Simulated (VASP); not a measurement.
# Rh (Pm-3m) in VASP: further runs

Rh is run at these levels: PBE; tasks: single point.

Program: VASP 6.6.1. These are calculated values, not measurements. Logs are shortened: lines on timing, memory, paths and dates and some standing lists are left out, and cuts for length are marked.

### Step 1. The cell of the first run

Symmetry: Pm-3m, No. 221, cubic system. The conventional cell has a = 2.140 Å, b = 2.140 Å, c = 2.140 Å, α = 90.00°, β = 90.00°, γ = 90.00°. Rh (site symmetry m-3m) has 6 Rh at 2.14 Å within 2.8 Å.

### Step 2. Single point, PBE (volume scaled by 0.6)

INCAR reads:

```
ALGO = Normal
EDIFF = 1E-6
ENCUT = 520
GGA = PE
ISIF = 2
ISMEAR = -1
LASPH = T
LCHARG = F
LREAL = F
LWAVE = F
NBANDS = 14
NELM = 100
PREC = Accurate
SIGMA = 0.1
```

KPOINTS reads:

```
k-points
0
Gamma
  15 15 15
```

POSCAR reads:

```
Rh
1.0
    2.1399396683      0.0000000000      0.0000000000
    0.0000000000      2.1399396683      0.0000000000
    0.0000000000      0.0000000000      2.1399396683
Rh
1
Direct
    0.0000000000      0.0000000000      0.0000000000
```

Potentials or basis: VASP PAW PBE potentials, release 64 (Rh_pv).

On the command line:

```bash
cat potpaw_PBE.64/Rh_pv/POTCAR > POTCAR
mpirun -np 1 vasp_std > vasp.out
```

OUTCAR:

```text
EDIFF = 1E-6
   ENCUT = 520
   GGA = PE
   ISIF = 2
   ISMEAR = -1
   LASPH = T
   LREAL = F
   NELM = 100
   PREC = Accurate

 ion  position               nearest neighbor table
   1  0.000  0.000  0.000-

  LATTYP: Found a simple cubic cell.
 ALAT       =     2.1399396683

  Lattice vectors:

 A1 = (   2.1399396683,   0.0000000000,   0.0000000000)
 A2 = (   0.0000000000,   2.1399396683,   0.0000000000)
 A3 = (   0.0000000000,   0.0000000000,   2.1399396683)

Analysis of symmetry for initial positions (statically):
=====================================================================
 Subroutine PRICEL returns:
 Original cell was already a primitive cell.

 Routine SETGRP: Setting up the symmetry group for a
 simple cubic supercell.

 Subroutine GETGRP returns: Found 48 space group operations
 (whereof 48 operations were pure point group operations)
 out of a pool of 48 trial point group operations.

The static configuration has the point symmetry O_h .

Analysis of symmetry for dynamics (positions and initial velocities):
=====================================================================
 Subroutine PRICEL returns:
 Original cell was already a primitive cell.

 Routine SETGRP: Setting up the symmetry group for a
 simple cubic supercell.

 Subroutine GETGRP returns: Found 48 space group operations
 (whereof 48 operations were pure point group operations)
 out of a pool of 48 trial point group operations.

The dynamic configuration has the point symmetry O_h .

 Subroutine INISYM returns: Found 48 space group operations
 (whereof 48 operations are pure point group operations),
 and found     1 'primitive' translations

----------------------------------------------------------------------------------------

                                     Primitive cell

  volume of cell :       9.7995

  direct lattice vectors                    reciprocal lattice vectors
     2.139939668  0.000000000  0.000000000     0.467302894  0.000000000  0.000000000
     0.000000000  2.139939668  0.000000000     0.000000000  0.467302894  0.000000000
     0.000000000  0.000000000  2.139939668     0.000000000  0.000000000  0.467302894

  length of vectors
     2.139939668  2.139939668  2.139939668     0.467302894  0.467302894  0.467302894

  position of ions in fractional coordinates (direct lattice)
     0.000000000  0.000000000  0.000000000

  ion indices of the primitive-cell ions
   primitive index   ion index
                 1           1

----------------------------------------------------------------------------------------

 KPOINTS: k-points

Automatic generation of k-mesh.
 Grid dimensions read from file:
 generate k-points for:   15   15   15

 Generating k-lattice:

  Cartesian coordinates                     Fractional coordinates (reciprocal lattice)
     0.031153526  0.000000000  0.000000000     0.066666667  0.000000000  0.000000000
     0.000000000  0.031153526  0.000000000     0.000000000  0.066666667  0.000000000
     0.000000000  0.000000000  0.031153526     0.000000000  0.000000000  0.066666667

  Length of vectors
     0.031153526  0.031153526  0.031153526

  Shift w.r.t. Gamma in fractional coordinates (k-lattice)
     0.000000000  0.000000000  0.000000000

 Subroutine IBZKPT returns following result:
 ===========================================

 Found    120 irreducible k-points:

 Following reciprocal coordinates:
            Coordinates               Weight
  0.000000  0.000000  0.000000      1.000000
  0.066667  0.000000  0.000000      6.000000
  0.133333  0.000000  0.000000      6.000000
  0.200000  0.000000  0.000000      6.000000
  0.266667  0.000000  0.000000      6.000000
  0.333333  0.000000  0.000000      6.000000
[... 16 lines left out ...]
  0.266667  0.200000  0.000000     24.000000
  0.333333  0.200000  0.000000     24.000000
 [... further k-points ...]
   k-points           NKPTS =    120   k-points in BZ     NKDIM =    120   number of bands    NBANDS=     14
   number of dos      NEDOS =    301   number of ions     NIONS =      1
   total plane-waves  NPLWV =   4096
   dimension x,y,z NGX =    16 NGY =   16 NGZ =   16
   dimension x,y,z NGXF=    32 NGYF=   32 NGZF=   32
   ions per type =               1
   NGX,Y,Z   is equivalent  to a cutoff of  12.43, 12.43, 12.43 a.u.
   NGXF,Y,Z  is equivalent  to a cutoff of  24.86, 24.86, 24.86 a.u.
 SYSTEM =  unknown system
   PREC   = accura    normal or accurate (medium, high low for compatibility)
   ISTART =      0    job   : 0-new  1-cont  2-samecut
   ICHARG =      2    charge: 1-file 2-atom 10-const
   ISPIN  =      1    spin polarized calculation?
   LNONCOLLINEAR =      F non collinear calculations
   LSORBIT =      F    spin-orbit coupling
   LASPH  =      T    aspherical Exc in radial PAW
   ENCUT  =  520.0 eV  38.22 Ry    6.18 a.u.   3.98  3.98  3.98*2*pi/ulx,y,z
   NELM   =    100;   NELMIN=  2; NELMDL= -5     # of ELM steps
   EDIFF  = 0.1E-05   stopping-criterion for ELM
   LREAL  =      F    real-space projection
   EDIFFG = 0.1E-04   stopping-criterion for IOM
   NSW    =      0    number of steps for IOM
   IBRION =     -1    ionic relax: 0-MD 1-quasi-New 2-CG
   NFREE  =      0    steps in history (QN), initial steepest desc. (CG)
   ISIF   =      2    stress and relaxation
   ISYM   =      2    0-nonsym 1-usesym 2-fastsym
   POTIM  = 0.5000    time-step for ionic-motion
   TEBEG  =    0.0;   TEEND  =   0.0 temperature during run
   PSTRESS=    0.0 pullay stress
   NELECT =      15.0000    total number of electrons
   NUPDOWN=      -1.0000    fix difference up-down
   EMIN   =  10.00;   EMAX   =-10.00  energy-range for DOS
   EFERMI =   0.00;   METHOD = LEGACY
   ISMEAR =    -1;   SIGMA  =   0.10  broadening in eV -4-tet -1-fermi 0-gaus
   EFERMI_NEDOS =   21; number of points for ismear=-14 and -15
   IALGO  =     38    algorithm
   IMIX   =      4    mixing-type and parameters
     AMIX     =   0.40;   BMIX     =  1.00
     AMIX_MAG =   1.60;   BMIX_MAG =  1.00
  volume/ion in A,a.u.               =       9.80        66.13
  Fermi-wavevector in a.u.,A,eV,Ry     =   1.886704  3.565353 48.431995  3.559651
  Thomas-Fermi vector in A             =   2.928908
   LORBIT       =      0    0 simple, 1 ext, 2 COOP (PROOUT), +10 PAW based schemes
   GGA     = PE    functional components
[... 5 lines left out ...]
 non-spin polarized calculation
  energy-cutoff  :      520.00
  volume of cell :        9.80
 maximum number of plane-waves:       281
 NGX is ok and might be reduce to    16
   NGX =  7   NGY =  7   NGZ =  7

 number of electron      14.9999997 magnetization

 Free energy of the ion-electron system (eV)
  ---------------------------------------------------
  ext. energy  EPLUGINS =         0.00000000
  ---------------------------------------------------
  free energy    TOTEN  =        -2.40007977 eV

  energy without entropy =       -2.37248335  energy(sigma->0) =       -2.38628156

 E-fermi :  19.5540     XC(G=0): -16.1451

 val. band max:       19.5212732923   @ k =   0.4000   0.3333   0.3333
 cond. band min:      19.5821423049   @ k =   0.2000   0.2000   0.2000
 fundamental gap:      0.0608690126
 Fermi energy:        19.5539667641

 k-point     1 :       0.0000    0.0000    0.0000
  band No.  band energies     occupation
      1     -27.3845      2.00000
      2     -27.3845      2.00000
      3     -27.3845      2.00000
      4       9.1084      2.00000
      5       9.2249      2.00000
      6       9.2249      2.00000
      7      21.2757      0.00000
      8      21.2757      0.00000
      9      21.2757      0.00000
     10      39.5261      0.00000
     11      40.1766      0.00000
     12      40.1766      0.00000
     13      40.1766      0.00000
     14      50.7626      0.00000

 k-point     2 :       0.0667    0.0000    0.0000
  band No.  band energies     occupation
      1     -27.5406      2.00000
      2     -27.3712      2.00000
      3     -27.3712      2.00000
      4       9.2424      2.00000
      5       9.2752      2.00000
      6       9.5732      2.00000
      7      20.9938      0.00000
      8      20.9938      0.00000
      9      21.2967      0.00000
     10      39.1365      0.00000
     11      39.5340      0.00000
     12      40.5822      0.00000
     13      40.5822      0.00000
     14      48.3969      0.00000

 k-point     3 :       0.1333    0.0000    0.0000
  band No.  band energies     occupation
      1     -27.9718      2.00000
      2     -27.3335      2.00000
      3     -27.3335      2.00000
      4       9.4201      2.00000
      5       9.5331      2.00000
      6      10.6674      2.00000
      7      20.2510      0.00188
      8      20.2510      0.00188
      9      21.3563      0.00000
     10      36.9440      0.00000
     11      39.5300      0.00000
     12      41.6746      0.00000
     13      41.6746      0.00000
     14      45.3933      0.00000
[... 324 lines left out ...]
 k-point    23 :       0.2667    0.2000    0.0000
  band No.  band energies     occupation
      1     -29.1075      2.00000
      2     -28.3668      2.00000
      3     -27.1095      2.00000
      4      10.7028      2.00000
      5      12.3851      2.00000
      6      14.0086      2.00000
      7      18.0830      2.00000
      8      18.5152      1.99994
      9      19.7218      0.31477
     10      34.2534      0.00000
     11      38.3172      0.00000
     12      39.5397      0.00000
     13      42.5117      0.00000
     14      47.9990      0.00000

 k-point    24 :       0.3333    0.2000    0.0000
  band No.  band energies     occupation
      1     -29.7051      2.00000
      2     -28.2909      2.00000
      3     -27.0484      2.00000
      4      11.0612      2.00000
      5      12.1721      2.00000
      6      14.6093      2.00000
      7      17.6975      2.00000
      8      19.4848      1.33246
      9      19.8462      0.10211
     10      32.4644      0.00000
     11      39.1723      0.00000
     12      39.5501      0.00000
     13      41.7131      0.00000
     14      49.4859      0.00000

 [... further k-points ...]
[... 5 lines left out ...]
  --------------------------------------------------------------------------------------
  -------------------------------------------------------------------------------------
  Total       20.1199413     20.1199413     20.1199413      0.0000000      0.0000000     -0.0000000
  in kB     3289.5212980   3289.5212980   3289.5212980      0.0000000      0.0000000     -0.0000000
  external PRESSURE =    3289.5212980 kB  Pullay stress =       0.0000000 kB

 VOLUME and BASIS-vectors are now :
 -----------------------------------------------------------------------------
  energy-cutoff  :      520.00
  volume of cell :        9.80
      direct lattice vectors                 reciprocal lattice vectors
     2.139939668  0.000000000  0.000000000     0.467302894  0.000000000  0.000000000
     0.000000000  2.139939668  0.000000000     0.000000000  0.467302894  0.000000000
     0.000000000  0.000000000  2.139939668     0.000000000  0.000000000  0.467302894

 POSITION                                       TOTAL-FORCE (eV/Angst)
 -----------------------------------------------------------------------------------
      0.00000      0.00000      0.00000         0.000000      0.000000      0.000000
 -----------------------------------------------------------------------------------
    total drift:                               -0.000000      0.000000      0.000000

  FREE ENERGIE OF THE ION-ELECTRON SYSTEM (eV)
  ---------------------------------------------------
  free  energy   TOTEN  =        -2.4000797746 eV

  energy  without entropy=       -2.3724833502  energy(sigma->0) =       -2.38628156
```

Wall time 12 s (1 thread of Intel Xeon 8259CL, shared host); peak memory 0.12 GiB.

What came out:

- Free energy: -2.4001 eV
- Pressure: 329.0 GPa

[end of part 1 of 2]
